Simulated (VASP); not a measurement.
A run of VASP 6.6.1 is set up as follows.

The input INCAR:

```
PREC = Accurate
ENCUT = 520
EDIFF = 1E-6
ISMEAR = -1
SIGMA = 0.08
LREAL = False
LASPH = True
NELM = 80
ALGO = Normal
ISIF = 2
LWAVE = False
LCHARG = False
GGA = PS
NBANDS = 16
```

Contents of KPOINTS:

```
Automatic mesh
0
Gamma
  15 15 8
```

The input POSCAR:

```
SiC
1.0
    3.0759982064      0.0000000000      0.0000000000
   -1.5379991032      2.6638925888      0.0000000000
    0.0000000000      0.0000000000      5.1489600000
Si C
2 2
Direct
    0.3333333333      0.6666666667      0.0000000000
    0.6666666667      0.3333333333      0.5000000000
    0.3333333333      0.6666666667      0.3850000000
    0.6666666667      0.3333333333      0.8850000000
```

Potentials or basis: VASP PAW PBE potentials, release 64 (Si, C).

Run with:

```sh
$ cat potpaw_PBE.64/Si/POTCAR potpaw_PBE.64/C/POTCAR > POTCAR
$ mpirun -np 1 vasp_std > vasp.out
```

Task: Estimate the band gap on the k mesh.

Result: 2.24 eV, indirect (least direct gap 4.11 eV).

Task: What does it give for the largest force?

Result: 0.835 eV/Å.

Forces on the atoms (eV/Å):
```
Si   0.000  0.000  0.835
Si   0.000  0.000  0.835
C    0.000  0.000 -0.835
C    0.000  0.000 -0.835
```

Caveat: the cell differs from its parent crystal (zz strain of +2 %); the PAW data sets were made with another functional, which shifts forces and pressure a little. A k mesh can miss the band edges.
